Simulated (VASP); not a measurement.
Wanted: the native input for a VASP 6.6.1 run.

- Task: single point
- Functional: PBE
- Potentials or basis: VASP PAW PBE potentials, release 64 (Al, N)
- Cutoff: 520 eV
- k mesh: 9 × 9 × 1
- Occupations: gaussian, width 0.1 eV
- Spin: no spin polarisation
- Dipole correction: yes
- Further INCAR settings: ALGO = Normal; EDIFF = 1e-06; NBANDS = 24

The structure of Al8N lies in POSCAR:

```
Al8N
1.0
    2.8543223330      0.0000000000      0.0000000000
   -1.4271611665      2.4719156510      0.0000000000
    0.0000000000      0.0000000000     33.4760593533
Al N
8 1
Direct
    0.3333333333      0.6666666667      0.1194883770
    0.0000000000      0.0000000000      0.1895622803
    0.6666666667      0.3333333333      0.2596361837
    0.0000000000      0.0000000000      0.3297100869
    0.3333333333      0.6666666667      0.3992195594
    0.0000000000      0.0000000000      0.4696536480
    0.6666666667      0.3333333333      0.5400996810
    0.0000000000      0.0000000000      0.6116627748
    0.5555555556     -0.5555555556      0.6621466141
```

The input as run:

INCAR

```
SYSTEM = Al8N
ALGO     = Normal         ! electronic algorithm
DIPOL    = 0.5 0.5 0.398
EDIFF    = 1E-6           ! SCF threshold, eV
ENCUT    = 520            ! plane-wave cutoff, eV
GGA      = PE             ! functional
IDIPOL   = 3            
ISIF     = 2              ! what is computed and relaxed
ISMEAR   = 0              ! smearing method
LASPH    = .True.         ! aspherical terms in the spheres
LCHARG   = .False.        ! write CHGCAR
LDIPOL   = .True.       
LREAL    = .False.        ! projectors in reciprocal space
LWAVE    = .False.        ! write WAVECAR
NBANDS   = 24             ! bands
NELM     = 100            ! most SCF steps
PREC     = Accurate       ! precision mode
SIGMA    = 0.1            ! smearing width, eV
```

KPOINTS

```
k-points
0
Gamma
  9 9 1
  0 0 0
```

Potentials or basis: VASP PAW PBE potentials, release 64 (Al, N).

Run with:

```sh
$ cat potpaw_PBE.64/Al/POTCAR potpaw_PBE.64/N/POTCAR > POTCAR
$ mpirun -np 1 vasp_std > vasp.out
```

Results of the run:

```yaml
Largest_force: 3.275 eV/Å
```

It took 5.4 min on 1 thread of Intel(R) Xeon(R) Platinum 8259CL CPU @ 2.50GHz (Skylake/Cascade Lake), with other jobs on the host, peak memory 0.43 GiB.
